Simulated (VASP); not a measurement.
Si:

```
Si
1.0
     0.00000    2.71356    2.71356
     2.71356    0.00000    2.71356
     2.71356    2.71356    0.00000
Si
2
Direct
  0.75000 0.75000 0.75000
  0.50000 0.50000 0.50000
```

```yaml
Program: VASP 6.6.1
Task: relaxation of cell and atoms
Functional: PBE
Potentials_or_basis: VASP PAW PBE potentials, release 64 (Si)
Cutoff: 600 eV
k_mesh: 8 × 8 × 8
Occupations: gaussian, width 0.01 eV
Spin: no spin polarisation
```

At the start: pressure 2.2 GPa; volume 19.98 Å³/atom.

Q: How do energy, volume and symmetry change on relaxing?

A: Over 3 steps the energy falls by 3.0 meV/atom and the volume is 20.44 Å³/atom (+2.3 %); space group Fd-3m (No. 227, to 0.05 Å).

Step by step:
```tsv
step	energy change (eV)	largest force (eV/Å)	pressure (GPa)	volume (Å³)
1	0.0000	0.0000	2.15	39.96
2	-0.0033	0.0000	-1.35	41.54
3	-0.0061	0.0000	0.00	40.89
```

Final structure:
```
CELL_PARAMETERS angstrom
0.00000 2.73435 2.73435
2.73435 0.00000 2.73435
2.73435 2.73435 0.00000
ATOMIC_POSITIONS crystal
Si 0.75000 0.75000 0.75000
Si 0.50000 0.50000 0.50000
```
